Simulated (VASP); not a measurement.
Input of a VASP 6.6.1 run:

Contents of INCAR:

```
PREC = Accurate
ENCUT = 520
EDIFF = 1E-7
ISMEAR = -1
SIGMA = 0.1
LREAL = False
LASPH = True
NELM = 60
ALGO = Normal
ISIF = 2
LWAVE = False
LCHARG = False
GGA = CA
NBANDS = 20
```

The input KPOINTS:

```
regular mesh
0
Gamma
  10 10 10
```

File POSCAR:

```
V
1.0
    0.0000000000      2.5508972696      2.5508972696
    2.5508972696      0.0000000000      2.5508972696
    2.5508972696      2.5508972696      0.0000000000
V
2
Direct
    0.1250000000      0.1250000000      0.1250000000
    0.8750000000      0.8750000000      0.8750000000
```

Potentials or basis: VASP PAW LDA potentials, release 64 (V_sv).

Command:

```bash
$ cat potpaw_LDA.64/V_sv/POTCAR > POTCAR
$ mpirun -np 1 vasp_std > vasp.out
```

(1) What does it give for the pressure?

(2) Predict the band gap on the k mesh.

Results:

(1) 0.9 GPa.

(2) zero (bands 13 and 14 overlap by 1.25 eV).
